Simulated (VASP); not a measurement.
# Sc3TeBr (Pm-3m) in VASP: a series of runs, part 2 of 3

VASP 6.6.1. The steps go on from the part before.

## 3. Relaxation of cell and atoms, PBE

This run uses another cell than the first one, of 24.51 Å³/atom, 0.979 times its volume.

Input file INCAR:

```
SYSTEM = Sc3TeBr
PREC = Accurate
ENCUT = 600
EDIFF = 1E-7
ISMEAR = 0
SIGMA = 0.1
LREAL = .False.
LASPH = .True.
NELM = 100
ALGO = Normal
ISIF = 3
LWAVE = .False.
LCHARG = .False.
GGA = PE
IBRION = 2
NSW = 100
EDIFFG = -0.01
```

Input file KPOINTS:

```
regular mesh
0
Gamma
  8 8 8
  0 0 0
```

Input file POSCAR:

```
Sc3TeBr
1.0
    4.9668395100      0.0000000000      0.0000000000
    0.0000000000      4.9668395100      0.0000000000
    0.0000000000      0.0000000000      4.9668395100
Sc Te Br
3 1 1
Direct
    0.0000000000      0.5000000000      0.5000000000
    0.5000000000      0.0000000000      0.5000000000
    0.5000000000      0.5000000000      0.0000000000
    0.0000000000      0.0000000000      0.0000000000
    0.5000000000      0.5000000000      0.5000000000
```

Potentials or basis: VASP PAW PBE potentials, release 64 (Sc_sv, Te, Br).

On the command line:

```console
> cat potpaw_PBE.64/Sc_sv/POTCAR potpaw_PBE.64/Te/POTCAR potpaw_PBE.64/Br/POTCAR > POTCAR
> mpirun -np 1 vasp_std > vasp.out
```

OUTCAR:

```text
SYSTEM = Sc3TeBr
   PREC = Accurate
   ENCUT = 600
   EDIFF = 1E-7
   ISMEAR = 0
   LREAL = .False.
   LASPH = .True.
   NELM = 100
   ISIF = 3
   GGA = PE
   IBRION = 2
   NSW = 100
   EDIFFG = -0.01

 ion  position               nearest neighbor table
   1  0.000  0.500  0.500-   5 2.48   5 2.48   4 3.51   4 3.51   4 3.51   4 3.51
   2  0.500  0.000  0.500-   5 2.48   5 2.48   4 3.51   4 3.51   4 3.51   4 3.51
   3  0.500  0.500  0.000-   5 2.48   5 2.48   4 3.51   4 3.51   4 3.51   4 3.51
   4  0.000  0.000  0.000-   1 3.51   2 3.51   3 3.51   1 3.51   2 3.51   1 3.51   3 3.51   1 3.51
                             2 3.51   3 3.51   2 3.51   3 3.51
   5  0.500  0.500  0.500-   1 2.48   2 2.48   3 2.48   3 2.48   2 2.48   1 2.48

  LATTYP: Found a simple cubic cell.
 ALAT       =     4.9668395100

  Lattice vectors:

 A1 = (   4.9668395100,   0.0000000000,   0.0000000000)
 A2 = (   0.0000000000,   4.9668395100,   0.0000000000)
 A3 = (   0.0000000000,   0.0000000000,   4.9668395100)

Analysis of symmetry for initial positions (statically):
=====================================================================
 Subroutine PRICEL returns:
 Original cell was already a primitive cell.

 Routine SETGRP: Setting up the symmetry group for a
 simple cubic supercell.

 Subroutine GETGRP returns: Found 48 space group operations
[... 9 lines left out ...]

 Routine SETGRP: Setting up the symmetry group for a
 simple cubic supercell.

 Subroutine GETGRP returns: Found 48 space group operations
[... 11 lines left out ...]
                                     Primitive cell

  volume of cell :     122.5294

  direct lattice vectors                    reciprocal lattice vectors
     4.966839510  0.000000000  0.000000000     0.201335275  0.000000000  0.000000000
     0.000000000  4.966839510  0.000000000     0.000000000  0.201335275  0.000000000
     0.000000000  0.000000000  4.966839510     0.000000000  0.000000000  0.201335275

  length of vectors
     4.966839510  4.966839510  4.966839510     0.201335275  0.201335275  0.201335275

[... 108 lines left out ...]
  Fermi-wavevector in a.u.,A,eV,Ry     =   1.180993  2.231753 18.976650  1.394744
  Thomas-Fermi vector in A             =   2.317275
   LORBIT       =      0    0 simple, 1 ext, 2 COOP (PROOUT), +10 PAW based schemes
   GGA     = PE    functional components
   LHFCALC =     F    Hartree Fock is set to
   AEXX    =    0.0000 exact exchange contribution
   IVDW    =     0    specifies the selected vdW correction
   LEPSILON=     F    determine dielectric tensor
   LRPA    =     F    only Hartree local field effects (RPA)
 conjugate gradient relaxation of ions
 non-spin polarized calculation
 Gauss-broadening in eV      SIGMA  =   0.10
  energy-cutoff  :      600.00
  volume of cell :      122.53
 maximum number of plane-waves:      4130
 NGX is ok and might be reduce to    40
   NGX = 19   NGY = 19   NGZ = 19

--------------------------------------- Ionic step        1  -------------------------------------------

 number of electron      45.9999995 magnetization

 Free energy of the ion-electron system (eV)
  ---------------------------------------------------
  ext. energy  EPLUGINS =         0.00000000
  ---------------------------------------------------
  free energy    TOTEN  =       -24.28460755 eV

  energy without entropy =      -24.25291067  energy(sigma->0) =      -24.26875911

------------------------ aborting loop because EDIFF is reached ----------------------------------------

  FORCE on cell =-STRESS in cart. coord.  units (eV):
  Direction    XX          YY          ZZ          XY          YZ          ZX
  --------------------------------------------------------------------------------------
  -------------------------------------------------------------------------------------
  Total        1.0578436      1.0578436      1.0578436      0.0000000      0.0000000      0.0000000
  in kB       13.8322127     13.8322127     13.8322127      0.0000000      0.0000000      0.0000000
  external PRESSURE =      13.8322127 kB  Pullay stress =       0.0000000 kB
[... 65 lines left out ...]
--------------------------------------- Ionic step        3  -------------------------------------------

 number of electron      46.0000007 magnetization

 Free energy of the ion-electron system (eV)
  ---------------------------------------------------
  ext. energy  EPLUGINS =         0.00000000
  ---------------------------------------------------
  free energy    TOTEN  =       -24.29741823 eV

  energy without entropy =      -24.26375283  energy(sigma->0) =      -24.28058553

 E-fermi :   5.7233     XC(G=0):  -9.7713

 val. band max:        5.7134068175   @ k =   0.5000   0.1250   0.1250
 cond. band min:       5.7299558098   @ k =   0.1250   0.1250   0.1250
 fundamental gap:      0.0165489923
 Fermi energy:         5.7233167526

 k-point     1 :       0.0000    0.0000    0.0000
  band No.  band energies     occupation
      1     -44.2024      2.00000
      2     -44.1757      2.00000
      3     -44.1757      2.00000
      4     -22.9839      2.00000
      5     -22.9839      2.00000
      6     -22.9839      2.00000
[... 709 lines left out ...]
     26       6.3559      0.00000
     27       6.9919      0.00000

 [... further k-points ...]
[... 5 lines left out ...]
  --------------------------------------------------------------------------------------
  -------------------------------------------------------------------------------------
  Total        0.0013364      0.0013364      0.0013364     -0.0000000      0.0000000     -0.0000000
  in kB        0.0170523      0.0170523      0.0170523     -0.0000000      0.0000000     -0.0000000
  external PRESSURE =       0.0170523 kB  Pullay stress =       0.0000000 kB
[... 20 lines left out ...]
  FREE ENERGIE OF THE ION-ELECTRON SYSTEM (eV)
  ---------------------------------------------------
  free  energy   TOTEN  =       -24.2974182265 eV

  energy  without entropy=      -24.2637528340  energy(sigma->0) =      -24.28058553

 reached required accuracy - stopping structural energy minimisation
```

OSZICAR:

```text
N       E                     dE             d eps       ncg     rms          rms(c)
DAV:   1     0.880755157771E+03    0.88076E+03   -0.22011E+04  1890   0.188E+03
[... 31 lines left out ...]
DAV:   2    -0.242988090628E+02    0.12538E-01   -0.60049E-02  2861   0.266E+00    0.306E-01
DAV:   3    -0.242976070427E+02    0.12020E-02   -0.26087E-03  2669   0.330E-01    0.168E-01
DAV:   4    -0.242974114719E+02    0.19557E-03   -0.12140E-03  2610   0.203E-01    0.489E-02
DAV:   5    -0.242974147851E+02   -0.33132E-05   -0.11155E-04  2888   0.754E-02    0.405E-02
DAV:   6    -0.242974164893E+02   -0.17042E-05   -0.19279E-05  3097   0.269E-02    0.159E-02
DAV:   7    -0.242974182837E+02   -0.17944E-05   -0.57892E-06  2918   0.174E-02    0.783E-03
DAV:   8    -0.242974182265E+02    0.57205E-07   -0.33288E-07  2049   0.405E-03
   3 F= -.24297418E+02 E0= -.24280586E+02  d E =-.128107E-01
```

CONTCAR:

```text
Sc3TeBr
   1.00000000000000
     5.0075084595204906    0.0000000000000000    0.0000000000000000
     0.0000000000000000    5.0075084595204906   -0.0000000000000000
    -0.0000000000000000    0.0000000000000000    5.0075084595204906
  Sc              Te              Br
     3     1     1
Direct
     0.0000000000000000    0.5000000000000000    0.5000000000000000
     0.5000000000000000    0.0000000000000000    0.5000000000000000
     0.5000000000000000    0.5000000000000000    0.0000000000000000
     0.0000000000000000    0.0000000000000000    0.0000000000000000
     0.5000000000000000    0.5000000000000000    0.5000000000000000

  0.00000000E+00  0.00000000E+00  0.00000000E+00
  0.00000000E+00  0.00000000E+00  0.00000000E+00
  0.00000000E+00  0.00000000E+00  0.00000000E+00
  0.00000000E+00  0.00000000E+00  0.00000000E+00
  0.00000000E+00  0.00000000E+00  0.00000000E+00
```

Run time: 2.7 min. Hardware: 1 thread of Intel Xeon 6975P-C (Granite Rapids), shared host; peak memory 0.34 GiB.

Results:

```yaml
Free_energy: -24.2974 eV
Relaxed_volume: 25.11 Å³/atom
Relaxed_cell: a = 5.008 Å, b = 5.008 Å, c = 5.008 Å, α = 90.00°, β = 90.00°, γ = 90.00°
Space_group_after_relaxing_to_0.05_Å: Pm-3m (No. 221)
Energy_gained_by_relaxing: 2.6 meV/atom
Ionic_steps: 3
Pressure_after_relaxing: 0.0 GPa
Band_gap_on_the_k_mesh: zero (band 23 reaches 6.03 eV, above the bottom of band 24 at 4.51 eV)
```

Step by step:
```tsv
step	energy change (eV)	largest force (eV/Å)	pressure (GPa)	volume (Å³)
1	0.0000	0.0000	1.38	122.53
2	-0.0121	0.0000	-0.31	126.32
3	-0.0128	0.0000	0.00	125.56
```

Final structure:
```cif
data_structure
_symmetry_space_group_name_H-M 'P 1'
_symmetry_Int_Tables_number 1
_cell_length_a 5.0075
_cell_length_b 5.0075
_cell_length_c 5.0075
_cell_angle_alpha 90.000
_cell_angle_beta 90.000
_cell_angle_gamma 90.000
_cell_volume 125.56
loop_
_atom_site_label
_atom_site_type_symbol
_atom_site_fract_x
_atom_site_fract_y
_atom_site_fract_z
_atom_site_occupancy
Sc1 Sc 0.00000 0.50000 0.50000 1
Sc2 Sc 0.50000 0.00000 0.50000 1
Sc3 Sc 0.50000 0.50000 0.00000 1
Te1 Te 0.00000 0.00000 0.00000 1
Br1 Br 0.50000 0.50000 0.50000 1
```

Levels at points of the mesh, in eV from the Fermi level:
| k point | band 21 | band 22 | band 23 | band 24 | band 25 | band 26 |
| --- | --- | --- | --- | --- | --- | --- |
| (0.00, 0.00, 0.00) | -1.25 | -1.25 | -1.25 | -1.21 | -1.08 | -1.08 |
| (0.50, 0.00, 0.00) | -1.00 | -0.16 | -0.07 | 0.46 | 0.46 | 0.65 |
| (0.50, 0.50, 0.00) | -0.34 | -0.34 | 0.11 | 0.59 | 0.59 | 0.60 |
| (0.50, 0.50, 0.50) | -0.20 | -0.20 | -0.20 | 0.73 | 0.73 | 0.73 |

Caveat: spin-orbit coupling is left out, which moves the levels of the heavy elements.

[end of part 2 of 3]
